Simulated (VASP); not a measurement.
CaO, 4 atoms in the cell. The cell holds layers a few Å apart, 4 atoms: a = 3.992 Å, b = 3.992 Å, c = 7.785 Å, α = 90.00°, β = 90.00°, γ = 120.00°. 

* Program: VASP 6.6.1
* Task: single point
* Functional: PBEsol
* Potentials or basis: VASP PAW PBE potentials, release 64 (Ca_sv, O)
* Cutoff: 520 eV
* k mesh: 4 × 4 × 3
* Occupations: fermi-dirac, width 0.1 eV
* Spin: no spin polarisation
* Dipole correction: no
* Further INCAR settings: ALGO = Normal; EDIFF = 1e-06; NBANDS = 24; NELMDL = -8

Potentials or basis: VASP PAW PBE potentials, release 64 (Ca_sv, O).

The run is started by

```bash
$ cat potpaw_PBE.64/Ca_sv/POTCAR potpaw_PBE.64/O/POTCAR > POTCAR
$ mpirun -np 1 vasp_std > vasp.out
```

Hardware: 1 thread of AMD EPYC 9R14 (Zen 4) (shared host).

Task: How long does it take, and how much memory?

Result: It took 49 s on 1 thread of AMD EPYC 9R14 (Zen 4), on a shared host, peak memory 0.19 GiB. Counts: scf iterations 20, k points 9.
